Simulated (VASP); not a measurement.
# ErCl (P4/mmm) in VASP: relaxation of cell and atoms with PBE

Aim: the relaxation of cell and atoms of ErCl with PBE.

Everything below comes from runs of VASP 6.6.1. Logs are shortened: lines on timing, memory, paths and dates and some standing lists are left out, and cuts for length are marked.

## Step 1: The cell of the first run

The typed cell holds 2 atoms: a = 3.458 Å, b = 3.458 Å, c = 3.455 Å, α = 90.00°, β = 90.00°, γ = 90.00°.

The cell was generated, and may not be a known phase.

## Step 2: Relaxation of cell and atoms, PBE

File INCAR:

```
SYSTEM = ErCl
PREC = Accurate
ENCUT = 500
EDIFF = 1E-7
ISMEAR = 0
SIGMA = 0.1
LREAL = .False.
LASPH = .True.
NELM = 200
ALGO = Normal
ISIF = 3
LWAVE = .False.
LCHARG = .False.
GGA = PE
IBRION = 2
NSW = 100
EDIFFG = -0.01
GGA_COMPAT = .False.
NELMIN = 4
LMAXMIX = 6
```

File KPOINTS:

```
regular mesh
0
Gamma
  16 16 16
  0 0 0
```

File POSCAR:

```
ErCl
1.0
    3.4576564611      0.0000000000      0.0000000000
    0.0000000000      3.4576564611      0.0000000000
    0.0000000000      0.0000000000      3.4547621427
Er Cl
1 1
Direct
    0.5000000000      0.5000000000      0.5000000000
    0.0000000000      0.0000000000      0.0000000000
```

Potentials or basis: VASP PAW PBE potentials, release 64 (Er_3, Cl), 4f in core.

On the command line:

```
$ cat potpaw_PBE.64/Er_3/POTCAR potpaw_PBE.64/Cl/POTCAR > POTCAR
$ mpirun -np 1 vasp_std > vasp.out
```

OUTCAR:

```text
SYSTEM = ErCl
   PREC = Accurate
   ENCUT = 500
   EDIFF = 1E-7
   ISMEAR = 0
   LREAL = .False.
   LASPH = .True.
   NELM = 200
   ISIF = 3
   GGA = PE
   IBRION = 2
   NSW = 100
   EDIFFG = -0.01
   NELMIN = 4

 ion  position               nearest neighbor table
   1  0.500  0.500  0.500-   2 2.99   2 2.99   2 2.99   2 2.99   2 2.99   2 2.99   2 2.99   2 2.99

   2  0.000  0.000  0.000-   1 2.99   1 2.99   1 2.99   1 2.99   1 2.99   1 2.99   1 2.99   1 2.99

  LATTYP: Found a simple tetragonal cell.
 ALAT       =     3.4576564611
 C/A-ratio  =     0.9991629248

  Lattice vectors:

 A1 = (   3.4576564611,   0.0000000000,   0.0000000000)
 A2 = (   0.0000000000,   3.4576564611,   0.0000000000)
 A3 = (   0.0000000000,   0.0000000000,   3.4547621427)

Analysis of symmetry for initial positions (statically):
=====================================================================
 Subroutine PRICEL returns:
 Original cell was already a primitive cell.

 Routine SETGRP: Setting up the symmetry group for a
 simple tetragonal supercell.

 Subroutine GETGRP returns: Found 16 space group operations
 (whereof 16 operations were pure point group operations)
 out of a pool of 16 trial point group operations.

The static configuration has the point symmetry D_4h.

Analysis of symmetry for dynamics (positions and initial velocities):
=====================================================================
 Subroutine PRICEL returns:
 Original cell was already a primitive cell.

 Routine SETGRP: Setting up the symmetry group for a
 simple tetragonal supercell.

 Subroutine GETGRP returns: Found 16 space group operations
 (whereof 16 operations were pure point group operations)
 out of a pool of 16 trial point group operations.

The dynamic configuration has the point symmetry D_4h.

 Subroutine INISYM returns: Found 16 space group operations
 (whereof 16 operations are pure point group operations),
 and found     1 'primitive' translations

----------------------------------------------------------------------------------------

                                     Primitive cell

  volume of cell :      41.3030

  direct lattice vectors                    reciprocal lattice vectors
     3.457656461  0.000000000  0.000000000     0.289213232  0.000000000  0.000000000
     0.000000000  3.457656461  0.000000000     0.000000000  0.289213232  0.000000000
     0.000000000  0.000000000  3.454762143     0.000000000  0.000000000  0.289455528

  length of vectors
     3.457656461  3.457656461  3.454762143     0.289213232  0.289213232  0.289455528

  position of ions in fractional coordinates (direct lattice)
     0.500000000  0.500000000  0.500000000
     0.000000000  0.000000000  0.000000000

  ion indices of the primitive-cell ions
   primitive index   ion index
                 1           1
                 2           2

----------------------------------------------------------------------------------------

 KPOINTS: regular mesh

Automatic generation of k-mesh.
 Grid dimensions read from file:
 generate k-points for:   16   16   16

 Generating k-lattice:

  Cartesian coordinates                     Fractional coordinates (reciprocal lattice)
     0.018075827  0.000000000  0.000000000     0.062500000  0.000000000  0.000000000
     0.000000000  0.018075827  0.000000000     0.000000000  0.062500000  0.000000000
     0.000000000  0.000000000  0.018090970     0.000000000  0.000000000  0.062500000

  Length of vectors
     0.018075827  0.018075827  0.018090970

  Shift w.r.t. Gamma in fractional coordinates (k-lattice)
     0.000000000  0.000000000  0.000000000

 Subroutine IBZKPT returns following result:
 ===========================================

 Found    405 irreducible k-points:

 Following reciprocal coordinates:
            Coordinates               Weight
  0.000000  0.000000  0.000000      1.000000
  0.062500  0.000000  0.000000      4.000000
  0.125000  0.000000  0.000000      4.000000
  0.187500  0.000000  0.000000      4.000000
  0.250000  0.000000  0.000000      4.000000
  0.312500  0.000000  0.000000      4.000000
[... 16 lines left out ...]
  0.437500  0.125000  0.000000      8.000000
  0.500000  0.125000  0.000000      4.000000
 [... further k-points ...]
   k-points           NKPTS =    405   k-points in BZ     NKDIM =    405   number of bands    NBANDS=     12
   number of dos      NEDOS =    301   number of ions     NIONS =      2
   total plane-waves  NPLWV =  21952
   dimension x,y,z NGX =    28 NGY =   28 NGZ =   28
   dimension x,y,z NGXF=    56 NGYF=   56 NGZF=   56
   ions per type =               1   1
   NGX,Y,Z   is equivalent  to a cutoff of  13.46, 13.46, 13.47 a.u.
   NGXF,Y,Z  is equivalent  to a cutoff of  26.93, 26.93, 26.95 a.u.
 SYSTEM =  ErCl
   PREC   = accura    normal or accurate (medium, high low for compatibility)
   ISTART =      0    job   : 0-new  1-cont  2-samecut
   ICHARG =      2    charge: 1-file 2-atom 10-const
   ISPIN  =      1    spin polarized calculation?
   LNONCOLLINEAR =      F non collinear calculations
   LSORBIT =      F    spin-orbit coupling
   LASPH  =      T    aspherical Exc in radial PAW
   ENCUT  =  500.0 eV  36.75 Ry    6.06 a.u.   6.30  6.30  6.30*2*pi/ulx,y,z
   NELM   =    200;   NELMIN=  4; NELMDL= -5     # of ELM steps
   EDIFF  = 0.1E-06   stopping-criterion for ELM
   LREAL  =      F    real-space projection
   EDIFFG = -.1E-01   stopping-criterion for IOM
   NSW    =    100    number of steps for IOM
   IBRION =      2    ionic relax: 0-MD 1-quasi-New 2-CG
   NFREE  =      1    steps in history (QN), initial steepest desc. (CG)
   ISIF   =      3    stress and relaxation
   ISYM   =      2    0-nonsym 1-usesym 2-fastsym
   POTIM  = 0.5000    time-step for ionic-motion
   TEBEG  =    0.0;   TEEND  =   0.0 temperature during run
   PSTRESS=    0.0 pullay stress
   NELECT =      16.0000    total number of electrons
   NUPDOWN=      -1.0000    fix difference up-down
   EMIN   =  10.00;   EMAX   =-10.00  energy-range for DOS
   EFERMI =   0.00;   METHOD = LEGACY
   ISMEAR =     0;   SIGMA  =   0.10  broadening in eV -4-tet -1-fermi 0-gaus
   EFERMI_NEDOS =   21; number of points for ismear=-14 and -15
   IALGO  =     38    algorithm
   IMIX   =      4    mixing-type and parameters
     AMIX     =   0.40;   BMIX     =  1.00
     AMIX_MAG =   1.60;   BMIX_MAG =  1.00
  volume/ion in A,a.u.               =      20.65       139.36
  Fermi-wavevector in a.u.,A,eV,Ry     =   1.193404  2.255207 19.377601  1.424213
  Thomas-Fermi vector in A             =   2.329419
   LORBIT       =      0    0 simple, 1 ext, 2 COOP (PROOUT), +10 PAW based schemes
   GGA     = PE    functional components
   LHFCALC =     F    Hartree Fock is set to
   AEXX    =    0.0000 exact exchange contribution
   IVDW    =     0    specifies the selected vdW correction
   LEPSILON=     F    determine dielectric tensor
   LRPA    =     F    only Hartree local field effects (RPA)
 conjugate gradient relaxation of ions
 non-spin polarized calculation
 Gauss-broadening in eV      SIGMA  =   0.10
  energy-cutoff  :      500.00
  volume of cell :       41.30
 maximum number of plane-waves:      1064
 NGX is ok and might be reduce to    28
   NGX = 13   NGY = 13   NGZ = 13

--------------------------------------- Ionic step        1  -------------------------------------------

 number of electron      15.9999998 magnetization

 Free energy of the ion-electron system (eV)
  ---------------------------------------------------
  ext. energy  EPLUGINS =         0.00000000
  ---------------------------------------------------
  free energy    TOTEN  =        -7.90659228 eV

  energy without entropy =       -7.90102952  energy(sigma->0) =       -7.90381090

------------------------ aborting loop because EDIFF is reached ----------------------------------------

  FORCE on cell =-STRESS in cart. coord.  units (eV):
  Direction    XX          YY          ZZ          XY          YZ          ZX
  --------------------------------------------------------------------------------------
  -------------------------------------------------------------------------------------
  Total        0.0461998      0.0461998      0.0638208      0.0000000     -0.0000000      0.0000000
  in kB        1.7921284      1.7921284      2.4756592      0.0000000     -0.0000000      0.0000000
  external PRESSURE =       2.0199720 kB  Pullay stress =       0.0000000 kB

 VOLUME and BASIS-vectors are now :
 -----------------------------------------------------------------------------
  energy-cutoff  :      500.00
  volume of cell :       41.30
      direct lattice vectors                 reciprocal lattice vectors
     3.457656461  0.000000000  0.000000000     0.289213232  0.000000000  0.000000000
     0.000000000  3.457656461  0.000000000     0.000000000  0.289213232  0.000000000
     0.000000000  0.000000000  3.454762143     0.000000000  0.000000000  0.289455528

 POSITION                                       TOTAL-FORCE (eV/Angst)
 -----------------------------------------------------------------------------------
      1.72883      1.72883      1.72738         0.000000      0.000000      0.000000
      0.00000      0.00000      0.00000         0.000000      0.000000      0.000000
 -----------------------------------------------------------------------------------
    total drift:                                0.000000      0.000000      0.000000

  FREE ENERGIE OF THE ION-ELECTRON SYSTEM (eV)
  ---------------------------------------------------
  free  energy   TOTEN  =        -7.9065922809 eV

  energy  without entropy=       -7.9010295210  energy(sigma->0) =       -7.90381090

--------------------------------------- Ionic step        2  -------------------------------------------

 number of electron      15.9999998 magnetization

 Free energy of the ion-electron system (eV)
  ---------------------------------------------------
  ext. energy  EPLUGINS =         0.00000000
  ---------------------------------------------------
  free energy    TOTEN  =        -7.90670462 eV

  energy without entropy =       -7.90100179  energy(sigma->0) =       -7.90385321

 E-fermi :   6.9769     XC(G=0): -10.6801

 val. band max:        6.9706668084   @ k =   0.1875   0.1875   0.4375
 cond. band min:       6.9784819121   @ k =   0.5000   0.1875   0.1875
 fundamental gap:      0.0078151037
 Fermi energy:         6.9769035433

 k-point     1 :       0.0000    0.0000    0.0000
  band No.  band energies     occupation
      1     -18.4845      2.00000
      2     -18.4845      2.00000
      3     -18.4833      2.00000
      4     -12.3150      2.00000
      5       0.8012      2.00000
      6       0.8012      2.00000
      7       0.8044      2.00000
      8       5.0209      2.00000
      9       5.0223      2.00000
     10       5.1550      2.00000
     11      10.4428      0.00000
     12      10.4440      0.00000

 k-point     2 :       0.0625    0.0000    0.0000
  band No.  band energies     occupation
      1     -18.5036      2.00000
      2     -18.4829      2.00000
      3     -18.4817      2.00000
      4     -12.2907      2.00000
      5       0.6117      2.00000
      6       0.7929      2.00000
      7       0.7961      2.00000
      8       5.0566      2.00000
      9       5.1574      2.00000
     10       5.3449      2.00000
     11      10.4312      0.00000
     12      10.4612      0.00000
[... 301 lines left out ...]
 k-point    23 :       0.4375    0.1250    0.0000
  band No.  band energies     occupation
      1     -18.9206      2.00000
      2     -18.5039      2.00000
      3     -18.4376      2.00000
      4     -11.6764      2.00000
      5      -1.9685      2.00000
      6       0.3157      2.00000
      7       0.6555      2.00000
      8       6.3289      2.00000
      9       8.5254      0.00000
     10       8.8772      0.00000
     11      10.0310      0.00000
     12      10.5841      0.00000

 k-point    24 :       0.5000    0.1250    0.0000
  band No.  band energies     occupation
      1     -18.9369      2.00000
      2     -18.5019      2.00000
      3     -18.4361      2.00000
      4     -11.6540      2.00000
      5      -2.0452      2.00000
      6       0.3152      2.00000
      7       0.6501      2.00000
      8       6.3737      2.00000
      9       8.7691      0.00000
     10       8.8726      0.00000
     11      10.2220      0.00000
     12      10.3569      0.00000

 [... further k-points ...]

------------------------ aborting loop because EDIFF is reached ----------------------------------------

  FORCE on cell =-STRESS in cart. coord.  units (eV):
  Direction    XX          YY          ZZ          XY          YZ          ZX
  --------------------------------------------------------------------------------------
  -------------------------------------------------------------------------------------
  Total        0.0039784      0.0039784      0.0125977      0.0000000     -0.0000000      0.0000000
  in kB        0.1537444      0.1537444      0.4868362      0.0000000     -0.0000000      0.0000000
  external PRESSURE =       0.2647750 kB  Pullay stress =       0.0000000 kB

 VOLUME and BASIS-vectors are now :
 -----------------------------------------------------------------------------
  energy-cutoff  :      500.00
  volume of cell :       41.46
      direct lattice vectors                 reciprocal lattice vectors
     3.461509678  0.000000000  0.000000000     0.288891291 -0.000000000 -0.000000000
     0.000000000  3.461509678 -0.000000000     0.000000000  0.288891291  0.000000000
     0.000000000 -0.000000000  3.460080548     0.000000000  0.000000000  0.289010613

 POSITION                                       TOTAL-FORCE (eV/Angst)
 -----------------------------------------------------------------------------------
      1.73075      1.73075      1.73004         0.000000     -0.000000      0.000000
      0.00000      0.00000      0.00000        -0.000000      0.000000      0.000000
 -----------------------------------------------------------------------------------
    total drift:                                0.000000      0.000000      0.000000

  FREE ENERGIE OF THE ION-ELECTRON SYSTEM (eV)
  ---------------------------------------------------
  free  energy   TOTEN  =        -7.9067046237 eV

  energy  without entropy=       -7.9010017939  energy(sigma->0) =       -7.90385321

 reached required accuracy - stopping structural energy minimisation
```

Run time: 2.1 min. Hardware: 1 thread of Intel Xeon 6975P-C (Granite Rapids), shared host; peak memory 0.34 GiB.

Results:

```yaml
Free_energy: -7.9067 eV
Relaxed_volume: 20.73 Å³/atom
Relaxed_cell: a = 3.462 Å, b = 3.462 Å, c = 3.460 Å, α = 90.00°, β = 90.00°, γ = 90.00°
Space_group_after_relaxing_to_0.1_Å: Pm-3m (No. 221)
Energy_gained_by_relaxing: 0.1 meV/atom
Ionic_steps: 2
Pressure_after_relaxing: 0.0 GPa
Band_gap_on_the_k_mesh: zero (bands 8 and 9 overlap by 4.80 eV)
```

Step by step:
```csv
step,energy change (eV),largest force (eV/Å),pressure (GPa),volume (Å³)
1,0.0000,0.0000,0.20,41.30
2,-0.0001,0.0000,0.03,41.46
```

Final structure:
```yaml
crystal:
  lattice:
    - [3.46151, 0.00000, 0.00000]
    - [0.00000, 3.46151, 0.00000]
    - [0.00000, 0.00000, 3.46008]
  atoms:
    - { symbol: Er, position: [0.50000, 0.50000, 0.50000] }
    - { symbol: Cl, position: [0.00000, 0.00000, 0.00000] }
```

Levels at points of the mesh, in eV from the Fermi level:
```tsv
k point	band 5	band 6	band 7	band 8	band 9	band 10	band 11	band 12
(0.00, 0.00, 0.00)	-6.18	-6.18	-6.17	-1.96	-1.95	-1.82	3.47	3.47
(0.50, 0.00, 0.00)	-9.20	-6.41	-6.40	-0.69	1.97	2.55	3.70	3.70
(0.50, 0.50, 0.00)	-7.83	-7.83	-5.82	-2.10	0.02	1.20	1.20	5.70
(0.00, 0.00, 0.50)	-9.20	-6.40	-6.40	-0.69	1.97	2.55	3.69	3.69
(0.50, 0.00, 0.50)	-7.83	-7.83	-5.82	-2.10	0.02	1.19	1.19	5.71
(0.50, 0.50, 0.50)	-8.40	-8.40	-8.40	2.84	2.84	2.84	3.69	3.70
```

Caveat: spin-orbit coupling is left out, which moves the levels of the heavy elements; the 4f electrons are frozen in the core, so they carry no moment and show no levels; the run has no spin polarisation, though such a crystal can be magnetic. With open d or f shells a metallic result of PBE can be an artefact of self-interaction; +U or a hybrid may open a gap.
